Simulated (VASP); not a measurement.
Te2Mo, 6 atoms in the cell. Symmetry: P6_3/mmc, No. 194, hexagonal system. Conventional cell: a = 3.557 Å, b = 3.557 Å, c = 14.444 Å, α = 90.00°, β = 90.00°, γ = 120.00°. Te (site symmetry 3m) has 3 Mo at 2.68 Å and 7 Te at 3.44 to 3.56 Å within 3.6 Å. Within 3.6 Å of Mo (site symmetry -6m2) lie 6 Te at 2.68 Å and 6 Mo at 3.56 Å.  This cell differs from its parent crystal: strain +0.000 along x and y, -0.050 along z.

```yaml
Program: VASP 6.6.1
Task: single point
Functional: PBE
Potentials_or_basis: VASP PAW PBE potentials, release 64 (Te, Mo_sv)
Cutoff: 520 eV
k_mesh: 12 × 12 × 2
Occupations: gaussian, width 0.05 eV
Spin: no spin polarisation
Dipole_correction: no
Further_INCAR_settings: ALGO = Normal; EDIFF = 1e-06; NBANDS = 35
```

Potentials or basis: VASP PAW PBE potentials, release 64 (Te, Mo_sv).

Run with:

```sh
$ cat potpaw_PBE.64/Te/POTCAR potpaw_PBE.64/Mo_sv/POTCAR > POTCAR
$ mpirun -np 1 vasp_std > vasp.out
```

Hardware: 1 thread of Intel(R) Xeon(R) Platinum 8488C (Sapphire Rapids), on a shared host.

Problem. Estimate the wall time of this run.

Solution. Wall time 3.8 min on 1 thread of Intel(R) Xeon(R) Platinum 8488C (Sapphire Rapids), on a shared host, peak memory 0.37 GiB. Counts: scf iterations 14, k points 38.
